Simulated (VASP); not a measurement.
# Re (I4_1/amd) in VASP: settings compared

Re is run at these levels: PBE+U, PBE; tasks: single point, relaxation of shape and atoms at fixed volume.

Program: VASP 6.6.1. These are calculated values, not measurements. Logs are shortened: lines on timing, memory, paths and dates and some standing lists are left out, and cuts for length are marked.

## (1) The cell of the first run

Symmetry: I4_1/amd, No. 141, tetragonal system. Conventional cell: a = 4.761 Å, b = 4.761 Å, c = 2.477 Å, α = 90.00°, β = 90.00°, γ = 90.00°. Re (site symmetry -4m2) has 10 Re at 2.46 to 3.02 Å within 3.2 Å.

## (2) Single point, PBE+U

Contents of INCAR:

```
SYSTEM = Re
ALGO = Normal ; EDIFF = 1E-6
ENCUT = 520 ; GGA = PE
ISIF = 2 ; ISMEAR = -1
LASPH = .True. ; LCHARG = .True.
LDAU = .True. ; LDAUJ = 0
LDAUL = 2 ; LDAUPRINT = 1
LDAUTYPE = 2 ; LDAUU = 2
LELF = .True. ; LMAXMIX = 4
LREAL = .False. ; LVHAR = .True.
LWAVE = .False. ; NBANDS = 14
NELM = 150 ; PREC = Accurate
SIGMA = 0.1
```

Contents of KPOINTS:

```
k-points
0
Gamma
  18 18 18
  0 0 0
```

Contents of POSCAR:

```
Re
1.0
   -2.3805387341      2.3805387341      1.2387016684
    2.3805387341     -2.3805387341      1.2387016684
    2.3805387341      2.3805387341     -1.2387016684
Re
2
Direct
   -0.3750000000     -0.1250000000     -0.2500000000
    0.3750000000      0.1250000000      0.2500000000
```

Potentials or basis: VASP PAW PBE potentials, release 64 (Re).

The run is started by

```console
$ cat potpaw_PBE.64/Re/POTCAR > POTCAR
$ mpirun -np 1 vasp_std > vasp.out
```

OUTCAR:

```text
SYSTEM = Re
   EDIFF = 1E-6
   ENCUT = 520
   GGA = PE
   ISIF = 2
   ISMEAR = -1
   LASPH = .True.
   LREAL = .False.
   NELM = 150
   PREC = Accurate

 ion  position               nearest neighbor table
   1  0.625  0.875  0.750-   2 2.46   2 2.46   2 2.46   2 2.46   2 3.02   2 3.02   2 3.02   2 3.02

   2  0.375  0.125  0.250-   1 2.46   1 2.46   1 2.46   1 2.46   1 3.02   1 3.02   1 3.02   1 3.02

  LATTYP: Found a body centered tetragonal cell.
 ALAT       =     4.7610774682
 C/A-ratio  =     0.5203451012

  Lattice vectors:

 A1 = (  -2.3805387341,   2.3805387341,   1.2387016684)
 A2 = (   2.3805387341,  -2.3805387341,   1.2387016684)
 A3 = (   2.3805387341,   2.3805387341,  -1.2387016684)

Analysis of symmetry for initial positions (statically):
=====================================================================
 Subroutine PRICEL returns:
 Original cell was already a primitive cell.

 Routine SETGRP: Setting up the symmetry group for a
 body centered tetragonal supercell.

 Subroutine GETGRP returns: Found 16 space group operations
 (whereof  4 operations were pure point group operations)
 out of a pool of 16 trial point group operations.

The static configuration has the point symmetry C_2h.
 The point group associated with its full space group is D_4h.

Analysis of symmetry for dynamics (positions and initial velocities):
=====================================================================
 Subroutine PRICEL returns:
 Original cell was already a primitive cell.

 Routine SETGRP: Setting up the symmetry group for a
 body centered tetragonal supercell.

 Subroutine GETGRP returns: Found 16 space group operations
 (whereof  4 operations were pure point group operations)
 out of a pool of 16 trial point group operations.

The dynamic configuration has the point symmetry C_2h.
 The point group associated with its full space group is D_4h.

 Subroutine INISYM returns: Found 16 space group operations
 (whereof  4 operations are pure point group operations),
 and found     1 'primitive' translations

----------------------------------------------------------------------------------------
[... 191 lines left out ...]
  o =  0.4618  v =  0.0000  0.1052 -0.0000 -0.9945 -0.0000  0.0000  0.0000  0.0000  0.0000  0.0000      0.0000  0.0000  0.0000  0.0000  0.0000  0.0000  0.0000  0.0000  0.0000  0.0000
  o =  0.4618  v =  0.0000  0.0000  0.0000  0.0000  0.0000  0.0000  0.1052 -0.0000 -0.9945 -0.0000      0.0000  0.0000  0.0000  0.0000  0.0000  0.0000  0.0000  0.0000  0.0000  0.0000
  o =  0.4618  v =  0.0000  0.0000  0.0000  0.0000  0.0000  0.0000  0.9945 -0.0000  0.1052 -0.0000      0.0000  0.0000  0.0000  0.0000  0.0000  0.0000  0.0000  0.0000  0.0000  0.0000
  o =  0.4618  v =  0.0000  0.9945 -0.0000  0.1052 -0.0000  0.0000  0.0000  0.0000  0.0000  0.0000      0.0000  0.0000  0.0000  0.0000  0.0000  0.0000  0.0000  0.0000  0.0000  0.0000
  o =  0.6793  v =  0.0000  0.0000  0.0000  0.0000  0.0000  0.0000  0.0000  1.0000 -0.0000  0.0000      0.0000  0.0000  0.0000  0.0000  0.0000  0.0000  0.0000  0.0000  0.0000  0.0000
  o =  0.6793  v =  0.0000  0.0000  1.0000 -0.0000  0.0000  0.0000  0.0000  0.0000  0.0000  0.0000      0.0000  0.0000  0.0000  0.0000  0.0000  0.0000  0.0000  0.0000  0.0000  0.0000
  o =  0.7173  v =  0.0000  0.0000  0.0000  0.0000  0.0000  0.0000  0.0000 -0.0000 -0.0000  1.0000      0.0000  0.0000  0.0000  0.0000  0.0000  0.0000  0.0000  0.0000  0.0000  0.0000
  o =  0.7173  v =  0.0000  0.0000 -0.0000 -0.0000  1.0000  0.0000  0.0000  0.0000  0.0000  0.0000      0.0000  0.0000  0.0000  0.0000  0.0000  0.0000  0.0000  0.0000  0.0000  0.0000

 number of electron      13.9999999 magnetization

 Free energy of the ion-electron system (eV)
  ---------------------------------------------------
  ext. energy  EPLUGINS =         0.00000000
  ---------------------------------------------------
  free energy    TOTEN  =       -17.21431141 eV

  energy without entropy =      -17.16255349  energy(sigma->0) =      -17.18843245

 E-fermi :   9.2073     XC(G=0): -13.8804

 val. band max:        9.2055398839   @ k =  -0.2778   0.5000   0.1111
 cond. band min:       9.2076620917   @ k =   0.4444   0.2778   0.0000
 fundamental gap:      0.0021222078
 Fermi energy:         9.2073360474

 k-point     1 :       0.0000    0.0000    0.0000
  band No.  band energies     occupation
      1      -1.5612      2.00000
      2       1.3649      2.00000
      3       2.7056      2.00000
      4       3.0953      2.00000
      5       4.0532      2.00000
      6      10.5727      0.00000
      7      10.5727      0.00000
      8      10.6409      0.00000
      9      10.6409      0.00000
     10      13.6806      0.00000
     11      15.1275      0.00000
     12      15.1275      0.00000
     13      15.3067      0.00000
     14      25.5866      0.00000
[... 377 lines left out ...]
      1      -0.0270      2.00000
      2       2.2555      2.00000
      3       3.2736      2.00000
      4       4.6127      2.00000
      5       5.1697      2.00000
      6       7.1399      2.00000
      7       7.9810      1.99999
      8       9.6188      0.03214
      9      10.4620      0.00001
     10      12.8625      0.00000
     11      14.0088      0.00000
     12      17.4156      0.00000
     13      19.0326      0.00000
     14      25.5913      0.00000

 [... further k-points ...]

------------------------ aborting loop because EDIFF is reached ----------------------------------------

  FORCE on cell =-STRESS in cart. coord.  units (eV):
  Direction    XX          YY          ZZ          XY          YZ          ZX
  --------------------------------------------------------------------------------------
  -------------------------------------------------------------------------------------
  Total       10.7952934     10.7952934     10.7241266     -0.0000000      0.0000000      0.0000000
  in kB      615.9817059    615.9817059    611.9209141     -0.0000000      0.0000000      0.0000000
  external PRESSURE =     614.6281086 kB  Pullay stress =       0.0000000 kB

 VOLUME and BASIS-vectors are now :
 -----------------------------------------------------------------------------
  energy-cutoff  :      520.00
  volume of cell :       28.08
      direct lattice vectors                 reciprocal lattice vectors
    -2.380538734  2.380538734  1.238701668     0.000000000  0.210036490  0.403648443
     2.380538734 -2.380538734  1.238701668     0.210036490  0.000000000  0.403648443
     2.380538734  2.380538734 -1.238701668     0.210036490  0.210036490  0.000000000

 POSITION                                       TOTAL-FORCE (eV/Angst)
 -----------------------------------------------------------------------------------
      2.38054      1.19027      0.92903         0.000000      0.000000      0.000000
      0.00000      1.19027      0.30968        -0.000000     -0.000000     -0.000000
 -----------------------------------------------------------------------------------
    total drift:                                0.000000      0.000000     -0.000000

  FREE ENERGIE OF THE ION-ELECTRON SYSTEM (eV)
  ---------------------------------------------------
  free  energy   TOTEN  =       -17.2143114093 eV

  energy  without entropy=      -17.1625534859  energy(sigma->0) =      -17.18843245
```

stdout:

```text
POSCAR found type information on POSCAR Re
 POSCAR found :  1 types and       2 ions
 scaLAPACK will be used
 LDA part: xc-table for (Slater+PW92), standard interpolation
 POSCAR, INCAR and KPOINTS ok, starting setup
 FFT: planning ... GRIDC
 FFT: planning ... GRID_SOFT
 FFT: planning ... GRID
 WAVECAR not read
 entering main loop
```

Run time: 3 min. Hardware: 1 thread of Intel Xeon Platinum 8488C (Sapphire Rapids), shared host; peak memory 0.3 GiB.

Results:

```yaml
Free_energy: -17.2143 eV
Pressure: 61.5 GPa
Band_gap_on_the_k_mesh: zero (bands 7 and 8 overlap by 2.69 eV)
```

Levels at points of the mesh, in eV from the Fermi level:
| k point | band 5 | band 6 | band 7 | band 8 | band 9 | band 10 |
| --- | --- | --- | --- | --- | --- | --- |
| (0.00, 0.00, 0.00) | -5.15 | 1.37 | 1.37 | 1.43 | 1.43 | 4.47 |
| (0.50, 0.00, 0.00) | -1.85 | -1.67 | -0.72 | 1.08 | 2.32 | 2.51 |
| (0.50, 0.50, 0.00) | -3.07 | -3.07 | -0.61 | -0.61 | 2.57 | 2.57 |
| (0.50, 0.50, 0.50) | -1.22 | -1.22 | -0.07 | -0.07 | 2.06 | 2.06 |

Eigenvalues of the final occupation matrices:
```csv
site,spin,trace,eigenvalues
site 1 d,1,2.76,0.44 0.46 0.46 0.68 0.72
site 1 d,2,2.76,0.44 0.46 0.46 0.68 0.72
site 2 d,1,2.76,0.44 0.46 0.46 0.68 0.72
site 2 d,2,2.76,0.44 0.46 0.46 0.68 0.72
```

Caveat: the cell stands under pressure; spin-orbit coupling is left out, which moves the levels of the heavy elements; U without spin polarisation on a metal has little footing; the U is typed as a test and isn't derived for this compound.

## (3) Relaxation of shape and atoms at fixed volume, PBE

This run uses another cell than the first one, of 10.74 Å³/atom.

Contents of INCAR:

```
SYSTEM = Re
PREC = Accurate
ENCUT = 600
EDIFF = 1E-7
ISMEAR = -1
SIGMA = 0.1
LREAL = .FALSE.
LASPH = .TRUE.
NELM = 100
ALGO = Normal
ISIF = 4
LWAVE = .FALSE.
LCHARG = .FALSE.
GGA = PE
IBRION = 2
NSW = 50
EDIFFG = -0.005
```

Contents of KPOINTS:

```
Automatic mesh
0
G
  18 18 18
  0 0 0
```

Contents of POSCAR:

```
Re
1.0
   -2.1815587009      2.1815587009      1.1279188414
    2.1815587009     -2.1815587009      1.1279188414
    2.1815587009      2.1815587009     -1.1279188414
Re
2
Direct
   -0.3750000000     -0.1250000000     -0.2500000000
    0.3750000000      0.1250000000      0.2500000000
```

Potentials or basis: VASP PAW PBE potentials, release 64 (Re).

The run is started by

```console
$ cat potpaw_PBE.64/Re/POTCAR > POTCAR
$ mpirun -np 1 vasp_std > vasp.out
```

OUTCAR:

```text
SYSTEM = Re
   PREC = Accurate
   ENCUT = 600
   EDIFF = 1E-7
   ISMEAR = -1
   LREAL = .FALSE.
   LASPH = .TRUE.
   NELM = 100
   ISIF = 4
   GGA = PE
   IBRION = 2
   NSW = 50
   EDIFFG = -0.005

 ion  position               nearest neighbor table
   1  0.625  0.875  0.750-   2 2.25   2 2.25   2 2.25   2 2.25   2 2.76   2 2.76   2 2.76   2 2.76

   2  0.375  0.125  0.250-   1 2.25   1 2.25   1 2.25   1 2.25   1 2.76   1 2.76   1 2.76   1 2.76

  LATTYP: Found a body centered tetragonal cell.
 ALAT       =     4.3631174018
 C/A-ratio  =     0.5170242914

  Lattice vectors:

 A1 = (  -2.1815587009,   2.1815587009,   1.1279188414)
 A2 = (   2.1815587009,  -2.1815587009,   1.1279188414)
 A3 = (   2.1815587009,   2.1815587009,  -1.1279188414)

Analysis of symmetry for initial positions (statically):
=====================================================================
 Subroutine PRICEL returns:
 Original cell was already a primitive cell.

 Routine SETGRP: Setting up the symmetry group for a
 body centered tetragonal supercell.

 Subroutine GETGRP returns: Found 16 space group operations
 (whereof  4 operations were pure point group operations)
 out of a pool of 16 trial point group operations.

The static configuration has the point symmetry C_2h.
 The point group associated with its full space group is D_4h.

Analysis of symmetry for dynamics (positions and initial velocities):
[... 342 lines left out ...]
 number of electron      13.9999999 magnetization

 Free energy of the ion-electron system (eV)
  ---------------------------------------------------
  ext. energy  EPLUGINS =         0.00000000
  ---------------------------------------------------
  free energy    TOTEN  =       -15.30818809 eV

  energy without entropy =      -15.25943271  energy(sigma->0) =      -15.28381040

 E-fermi :  13.4047     XC(G=0): -15.4220

 val. band max:       13.4020710819   @ k =  -0.0556   0.1111   0.0556
 cond. band min:      13.4070492096   @ k =  -0.3333  -0.3333   0.2222
 fundamental gap:      0.0049781277
 Fermi energy:        13.4047209182

 k-point     1 :       0.0000    0.0000    0.0000
  band No.  band energies     occupation
      1       0.5991      2.00000
      2       1.7019      2.00000
      3       4.8774      2.00000
      4       5.5705      2.00000
      5       6.6263      2.00000
      6      14.4629      0.00005
      7      14.4629      0.00005
      8      14.6925      0.00001
      9      14.6925      0.00001
     10      19.7875      0.00000
     11      21.8892      0.00000
[... 309 lines left out ...]
 k-point    24 :      -0.2222    0.0556   -0.0000
  band No.  band energies     occupation
      1       2.6115      2.00000
      2       2.9703      2.00000
      3       5.6477      2.00000
      4       7.4875      2.00000
      5       8.1913      2.00000
      6       9.6873      2.00000
      7      11.2526      2.00000
      8      14.2891      0.00029
      9      15.2709      0.00000
     10      18.4736      0.00000
     11      20.5921      0.00000

 [... further k-points ...]

------------------------ aborting loop because EDIFF is reached ----------------------------------------

  FORCE on cell =-STRESS in cart. coord.  units (eV):
  Direction    XX          YY          ZZ          XY          YZ          ZX
  --------------------------------------------------------------------------------------
  -------------------------------------------------------------------------------------
  Total       40.7913253     40.7913253     40.8032802      0.0000000     -0.0000000      0.0000000
  in kB     3043.7343733   3043.7343733   3044.6264095      0.0000000     -0.0000000      0.0000000
  external PRESSURE =    3044.0317187 kB  Pullay stress =       0.0000000 kB
[... 17 lines left out ...]
  FREE ENERGIE OF THE ION-ELECTRON SYSTEM (eV)
  ---------------------------------------------------
  free  energy   TOTEN  =       -15.3081880918 eV

  energy  without entropy=      -15.2594327121  energy(sigma->0) =      -15.28381040

 reached required accuracy - stopping structural energy minimisation
```

OSZICAR:

```text
N       E                     dE             d eps       ncg     rms          rms(c)
DAV:   1     0.456663507870E+02    0.45666E+02   -0.76846E+03 18603   0.187E+03
DAV:   2    -0.983475657105E+01   -0.55501E+02   -0.45942E+02 16230   0.354E+02
DAV:   3    -0.160512796406E+02   -0.62165E+01   -0.51507E+01 16157   0.324E+02
[... 68 lines left out ...]
DAV:   2    -0.153081880151E+02   -0.28776E-08   -0.22057E-08  5811   0.439E-03
  13 F= -.15308188E+02 E0= -.15283810E+02  d E =-.966647E-07
       N       E                     dE             d eps       ncg     rms          rms(c)
DAV:   1    -0.153081880837E+02   -0.71544E-07   -0.12058E-07  6600   0.227E-02    0.514E-04
DAV:   2    -0.153081880918E+02   -0.80627E-08   -0.72817E-08  5817   0.812E-03
  14 F= -.15308188E+02 E0= -.15283810E+02  d E =-.173393E-06
```

CONTCAR:

```text
Re
   1.00000000000000
    -2.1711752454262645    2.1711752454262654    1.1387329847266667
     2.1711752454262645   -2.1711752454262654    1.1387329847266667
     2.1711752454262645    2.1711752454262654   -1.1387329847266667
  Re
     2
Direct
     0.6250000000000000    0.8750000000000000    0.7500000000000000
     0.3750000000000000    0.1250000000000000    0.2500000000000000

  0.00000000E+00  0.00000000E+00  0.00000000E+00
  0.00000000E+00  0.00000000E+00  0.00000000E+00
```

Wall time 6.9 min (1 thread of Intel Xeon Platinum 8488C (Sapphire Rapids), shared host); peak memory 0.29 GiB.

What came out:

```yaml
Free_energy: -15.3082 eV
Energy_gained_by_relaxing: 5.7 meV/atom
Ionic_steps: 14
Pressure_after_relaxing: 304.4 GPa
Band_gap_on_the_k_mesh: zero (bands 7 and 8 overlap by 3.89 eV)
```

Step by step:
```
step  energy change (eV)  largest force (eV/Å)  pressure (GPa)  volume (Å³)
   1              0.0000                0.0000          304.73        21.47
   2              0.0855                0.0000          304.93        21.47
   3             -0.0114                0.0000          304.40        21.47
   4             -0.0114                0.0000          304.41        21.47
   5             -0.0114                0.0000          304.41        21.47
   6             -0.0114                0.0000          304.40        21.47
   7             -0.0114                0.0000          304.40        21.47
   8             -0.0114                0.0000          304.40        21.47
   9             -0.0114                0.0000          304.40        21.47
  10             -0.0114                0.0000          304.40        21.47
  11             -0.0114                0.0000          304.40        21.47
  12             -0.0114                0.0000          304.40        21.47
  13             -0.0114                0.0000          304.40        21.47
  14             -0.0114                0.0000          304.40        21.47
```

Final structure:
```yaml
crystal:
  lattice:
    - [-2.17118, 2.17118, 1.13873]
    - [2.17118, -2.17118, 1.13873]
    - [2.17118, 2.17118, -1.13873]
  atoms:
    - { symbol: Re, position: [0.62500, 0.87500, 0.75000] }
    - { symbol: Re, position: [0.37500, 0.12500, 0.25000] }
```

Caveat: spin-orbit coupling is left out, which moves the levels of the heavy elements.
